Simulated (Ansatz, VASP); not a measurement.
# RbTe2: VASP beside Ansatz

File INCAR:

```
SYSTEM = RbTe2
PREC = Accurate
ENCUT = 520
EDIFF = 1E-6
ISMEAR = 0
SIGMA = 0.1
LREAL = .False.
LASPH = .True.
NELM = 60
ALGO = Normal
ISIF = 2
LWAVE = .False.
LCHARG = .True.
LDIPOL = .True.
IDIPOL = 3
DIPOL = 0.5 0.5 0.500
GGA = PE
LELF = .True.
LVHAR = .True.
LVACPOTAV = .True.
NBANDS = 18
```

Contents of KPOINTS:

```
regular mesh
0
Gamma
  4 4 1
  0 0 0
```

The input POSCAR:

```
RbTe2
1.0
    5.7950078800      0.0000000000      0.0000000000
    0.0000000000      5.7950078800      0.0000000000
    0.0000000000      0.0000000000     18.0000000000
Rb Te
1 2
Direct
    0.5000000000      0.5000000000      0.5000000000
    0.0000000000      0.5000000000      0.6089363900
    0.5000000000      0.0000000000      0.3910636100
```

Input for Ansatz:

```yaml
crystal:
  lattice:
    - [5.79500788, 0.0, 0.0]
    - [0.0, 5.79500788, 0.0]
    - [0.0, 0.0, 18.0]
  atoms:
    - { symbol: Rb, position: [0.5, 0.5, 0.5] }
    - { symbol: Te, position: [0.0, 0.5, 0.60893639] }
    - { symbol: Te, position: [0.5, 0.0, 0.39106361] }
  periodic: [true, true, false]
basis:
  ecutwfc: 420
kpoints:
  mp_grid: { grid: [4, 4, 1] }
hamiltonian:
  xc: pbe
scf:
  occupations: { method: gaussian, width: 0.1 }
  lower_state_search: "off"
output:
  forces: true
  stress: true
  eigenvalues: true
```

Change from the starting cell: species swapped into a sheet of the MgCl2 type.

Alike in both runs: task single point; functional PBE; k mesh 4 × 4 × 1; occupations gaussian, width 0.1 eV; no spin polarisation.

```csv
,VASP,Ansatz
version,VASP 6.6.1,Ansatz 0.2.0
potentials or method,"VASP PAW PBE potentials, release 64 (Rb_sv, Te), cutoff 520 eV","scalar-relativistic, plane waves, PAW"
valence electrons in the cell,21,41
```

```csv
,VASP,Ansatz,Ansatz less VASP
gap on the k mesh at the Fermi level (eV),none,none,-
rms of the force components (eV/Å),0.060,0.059,-0.0011
```

Atom by atom the forces differ by 0.001 eV/Å (rms over components). A gap of «none» marks a metal or a gap that the smearing closes. VASP's potentials hold 21 valence electrons a cell and Ansatz's 41, so a difference there can come from the potentials and not from the codes. Ansatz's warnings: slab cell height set.

Neither program's run includes spin-orbit coupling.
